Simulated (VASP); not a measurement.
# AgBr (Fm-3m) in VASP: further runs, part 3 of 3

VASP 6.6.1. Earlier steps stand in the parts before.

## (4) Single point, PBE

This run uses another cell than the first one, of 24.90 Å³/atom.

Contents of INCAR:

```
SYSTEM = AgBr
PREC = Accurate ; ENCUT = 500
EDIFF = 1E-6 ; ISMEAR = -1
SIGMA = 0.02 ; LREAL = .FALSE.
LASPH = .TRUE. ; NELM = 120
ALGO = Normal ; ISIF = 2
LWAVE = .FALSE. ; LCHARG = .TRUE.
GGA = PE ; LELF = .TRUE.
LVHAR = .TRUE. ; NBANDS = 16
GGA_COMPAT = .FALSE.
```

Contents of KPOINTS:

```
regular mesh
0
G
  8 8 8
  0 0 0
```

Contents of POSCAR:

```
AgBr
1.0
    0.0000000000      2.9200236241      2.9200236241
    2.9200236241      0.0000000000      2.9200236241
    2.9200236241      2.9200236241      0.0000000000
Ag Br
1 1
Direct
    0.0000000000      0.0000000000      0.0000000000
    0.5000000000      0.5000000000      0.5000000000
```

Potentials or basis: VASP PAW PBE potentials, release 64 (Ag, Br).

Run with:

```bash
$ cat potpaw_PBE.64/Ag/POTCAR potpaw_PBE.64/Br/POTCAR > POTCAR
$ mpirun -np 1 vasp_std > vasp.out
```

OUTCAR:

```text
SYSTEM = AgBr
   PREC = Accurate
   ENCUT = 500
   EDIFF = 1E-6
   ISMEAR = -1
   LREAL = .FALSE.
   LASPH = .TRUE.
   NELM = 120
   ISIF = 2
   GGA = PE

 ion  position               nearest neighbor table
   1  0.000  0.000  0.000-   2 2.92   2 2.92   2 2.92   2 2.92   2 2.92   2 2.92
   2  0.500  0.500  0.500-   1 2.92   1 2.92   1 2.92   1 2.92   1 2.92   1 2.92

  LATTYP: Found a face centered cubic cell.
 ALAT       =     5.8400472482

  Lattice vectors:

[... 640 lines left out ...]
 [... further k-points ...]

------------------------ aborting loop because EDIFF is reached ----------------------------------------

  FORCE on cell =-STRESS in cart. coord.  units (eV):
  Direction    XX          YY          ZZ          XY          YZ          ZX
  --------------------------------------------------------------------------------------
  -------------------------------------------------------------------------------------
  Total       -0.0053519     -0.0053519     -0.0053519      0.0000000     -0.0000000      0.0000000
  in kB       -0.1721996     -0.1721996     -0.1721996      0.0000000     -0.0000000      0.0000000
  external PRESSURE =      -0.1721996 kB  Pullay stress =       0.0000000 kB

 VOLUME and BASIS-vectors are now :
 -----------------------------------------------------------------------------
  energy-cutoff  :      500.00
  volume of cell :       49.80
      direct lattice vectors                 reciprocal lattice vectors
     0.000000000  2.920023624  2.920023624    -0.171231491  0.171231491  0.171231491
     2.920023624  0.000000000  2.920023624     0.171231491 -0.171231491  0.171231491
     2.920023624  2.920023624  0.000000000     0.171231491  0.171231491 -0.171231491

 POSITION                                       TOTAL-FORCE (eV/Angst)
 -----------------------------------------------------------------------------------
      0.00000      0.00000      0.00000         0.000000      0.000000      0.000000
      2.92002      2.92002      2.92002        -0.000000     -0.000000     -0.000000
 -----------------------------------------------------------------------------------
    total drift:                               -0.000000      0.000000      0.000000

  FREE ENERGIE OF THE ION-ELECTRON SYSTEM (eV)
  ---------------------------------------------------
  free  energy   TOTEN  =        -5.0002720966 eV

  energy  without entropy=       -5.0002720963  energy(sigma->0) =       -5.00027210
```

stdout:

```text
POSCAR found type information on POSCAR AgBr
 POSCAR found :  2 types and       2 ions
 scaLAPACK will be used
 LDA part: xc-table for (Slater+PW92), standard interpolation
 POSCAR, INCAR and KPOINTS ok, starting setup
 FFT: planning ... GRIDC
 FFT: planning ... GRID_SOFT
 FFT: planning ... GRID
 WAVECAR not read
 entering main loop
```

Run time: 23 s. Hardware: 1 thread of Intel Xeon 8259CL, shared host; peak memory 0.18 GiB.

Results:

| Quantity | Value |
| --- | --- |
| Free energy | -5.0003 eV |
| Pressure | 0.0 GPa |
| Band gap on the k mesh | 0.69 eV (least direct gap 2.44 eV) |

Levels at points of the mesh, in eV from the valence-band top:
```
           k point  band 7  band 8  band 9  band 10  band 11  band 12
(0.00, 0.00, 0.00)   -1.75   -1.75   -1.75     0.69     9.93     9.93
(0.50, 0.00, 0.00)   -2.00    0.00    0.00     3.88     6.29     6.86
(0.50, 0.50, 0.00)   -2.23   -2.23   -2.16     1.71     7.15     8.86
```

A k mesh can miss the band edges.

## (5) Single point, r2SCAN

This run uses another cell than the first one, of 24.21 Å³/atom.

Contents of POSCAR:

```
AgBr
1.0
    0.0000000000      2.8927339603      2.8927339603
    2.8927339603      0.0000000000      2.8927339603
    2.8927339603      2.8927339603      0.0000000000
Ag Br
1 1
Direct
    0.0000000000      0.0000000000      0.0000000000
    0.5000000000      0.5000000000      0.5000000000
```

Contents of INCAR.step1:

```
SYSTEM = AgBr
PREC = Accurate ; ENCUT = 550
ISMEAR = -1 ; SIGMA = 0.02
LREAL = .FALSE. ; LASPH = .TRUE.
NELM = 120 ; NBANDS = 16
GGA = PE ; ALGO = Normal
EDIFF = 1E-5 ; LWAVE = .TRUE.
LCHARG = .FALSE. ; GGA_COMPAT = .FALSE.
```

Contents of INCAR.step2:

```
SYSTEM = AgBr
PREC = Accurate ; ENCUT = 550
EDIFF = 1E-6 ; ISMEAR = -1
SIGMA = 0.02 ; LREAL = .FALSE.
LASPH = .TRUE. ; NELM = 120
ALGO = Normal ; ISIF = 2
LWAVE = .FALSE. ; LCHARG = .FALSE.
METAGGA = R2SCAN ; LMIXTAU = .TRUE.
NBANDS = 16 ; ISTART = 1
GGA_COMPAT = .FALSE.
```

KPOINTS is that of step 4.

Run with:

```bash
$ cat potpaw_PBE.64/Ag/POTCAR potpaw_PBE.64/Br/POTCAR > POTCAR
$ cp INCAR.step1 INCAR
$ mpirun -np 1 vasp_std > vasp.out
$ cp INCAR.step2 INCAR
$ mpirun -np 1 vasp_std > vasp.out
```

Wall time 77 s (1 thread of Intel Xeon 8259CL, shared host); peak memory 0.2 GiB.

The run converged. Its results:

```yaml
Free_energy: -35.5144 eV
Pressure: -0.1 GPa
Band_gap_on_the_k_mesh: 1.25 eV (least direct gap 3.19 eV)
```

Levels at points of the mesh, in eV from the valence-band top:
| k point | band 7 | band 8 | band 9 | band 10 | band 11 | band 12 |
| --- | --- | --- | --- | --- | --- | --- |
| (0.00, 0.00, 0.00) | -1.94 | -1.94 | -1.94 | 1.25 | 10.42 | 10.42 |
| (0.50, 0.00, 0.00) | -2.06 | 0.00 | 0.00 | 4.31 | 7.09 | 7.41 |
| (0.50, 0.50, 0.00) | -2.30 | -2.30 | -2.19 | 2.19 | 7.45 | 9.61 |

Caveat: the PAW data sets were made with another functional, which shifts forces and pressure a little. A k mesh can miss the band edges.

## (6) Relaxation of cell and atoms, PBEsol

This run uses another cell than the first one, of 24.90 Å³/atom.

Contents of INCAR:

```
SYSTEM = AgBr
PREC     = Accurate       ! precision mode
ENCUT    = 500            ! plane-wave cutoff, eV
EDIFF    = 1E-7           ! SCF threshold, eV
ISMEAR   = -1             ! smearing method
SIGMA    = 0.02           ! smearing width, eV
LREAL    = .False.        ! projectors in reciprocal space
LASPH    = .True.         ! aspherical terms in the spheres
NELM     = 120            ! most SCF steps
ALGO     = Normal         ! electronic algorithm
ISIF     = 3              ! what is computed and relaxed
LWAVE    = .False.        ! write WAVECAR
LCHARG   = .False.        ! write CHGCAR
GGA      = PS             ! functional
IBRION   = 2              ! ionic algorithm
NSW      = 80             ! ionic steps
EDIFFG   = -0.005         ! ionic threshold
GGA_COMPAT= .False.      
NELMIN   = 4
```

Contents of KPOINTS:

```
regular mesh
0
Gamma
  8 8 8
  0 0 0
```

Contents of POSCAR:

```
AgBr
1.0
    0.0000000000      2.9200236241      2.9200236241
    2.9200236241      0.0000000000      2.9200236241
    2.9200236241      2.9200236241      0.0000000000
Ag Br
1 1
Direct
    0.0000000000      0.0000000000      0.0000000000
    0.5000000000      0.5000000000      0.5000000000
```

Potentials or basis: VASP PAW PBE potentials, release 64 (Ag, Br).

Run with:

```bash
$ cat potpaw_PBE.64/Ag/POTCAR potpaw_PBE.64/Br/POTCAR > POTCAR
$ mpirun -np 1 vasp_std > vasp.out
```

It took 50 s on 1 thread of Intel Xeon 8259CL, shared host; peak memory 0.18 GiB.

The run converged. Its results:

| Quantity | Value |
| --- | --- |
| Free energy | -5.6992 eV |
| Relaxed volume | 22.82 Å³/atom |
| Relaxed cell | a = 4.011 Å, b = 4.011 Å, c = 4.011 Å, α = 60.00°, β = 60.00°, γ = 60.00° |
| Space group after relaxing (to 0.1 Å) | Fm-3m (No. 225) |
| Energy gained by relaxing | 25.8 meV/atom |
| Ionic steps | 3 |
| Pressure after relaxing | 0.0 GPa |
| Band gap on the k mesh | 0.50 eV (least direct gap 2.58 eV) |

Step by step:
```csv
step,energy change (eV),largest force (eV/Å),pressure (GPa),volume (Å³)
1,0.0000,0.0000,-3.61,49.80
2,-0.0513,0.0000,-0.26,45.86
3,-0.0515,0.0000,-0.01,45.64
```

Final structure:
```
Ag Br
1.0
     0.00000    2.83637    2.83637
     2.83637    0.00000    2.83637
     2.83637    2.83637    0.00000
Ag Br
1 1
Direct
  0.00000 0.00000 0.00000
  0.50000 0.50000 0.50000
```

Levels at points of the mesh, in eV from the valence-band top:
| k point | band 5 | band 6 | band 7 | band 8 | band 9 | band 10 | band 11 | band 12 | band 13 |
| --- | --- | --- | --- | --- | --- | --- | --- | --- | --- |
| (0.00, 0.00, 0.00) | -2.98 | -2.98 | -2.08 | -2.08 | -2.08 | 0.50 | 9.80 | 9.80 | 9.80 |
| (0.50, 0.00, 0.00) | -2.64 | -2.64 | -2.28 | 0.00 | 0.00 | 3.44 | 6.56 | 6.56 | 6.73 |
| (0.50, 0.50, 0.00) | -3.06 | -2.80 | -2.52 | -2.52 | -2.40 | 1.39 | 6.84 | 9.05 | 11.08 |

Caveat: the PAW data sets were made with another functional, which shifts forces and pressure a little.

## (7) Summary

```tsv
task	level	potentials or basis	cell	cutoff (eV)	smearing	gap on the mesh (eV)	pressure (GPa)
single point	PBEsol	VASP PAW PBE potentials, release 64 (Ag, Br)	a = 4.012 Å, angles 60.0°, 2 atoms	500	fermi-dirac 0.02 eV	0.50	0.0
single point	LDA	VASP PAW LDA potentials, release 64 (Ag, Br)	a = 4.091 Å, angles 60.0°, 2 atoms	500	gaussian 0.01 eV	0.41	-5.0
single point	PBE	VASP PAW PBE potentials, release 64 (Ag, Br)	a = 4.130 Å, angles 60.0°, 2 atoms	500	fermi-dirac 0.02 eV	0.69	0.0
single point	r2SCAN	VASP PAW PBE potentials, release 64 (Ag, Br)	a = 4.091 Å, angles 60.0°, 2 atoms	550	fermi-dirac 0.02 eV	1.25	-0.1
relaxation of cell and atoms	PBEsol	VASP PAW PBE potentials, release 64 (Ag, Br)	relaxed from a = 4.130 Å, angles 60.0°, 2 atoms	500	fermi-dirac 0.02 eV	0.50	0.0
```

Alike in all rows: no spin polarisation; k mesh 8 × 8 × 8.

Caveats: the PAW data sets were made with another functional, which shifts forces and pressure a little (at least some runs); the cell stands under tension (at least some runs).

Absolute energies hang on the potentials; compare differences alone.
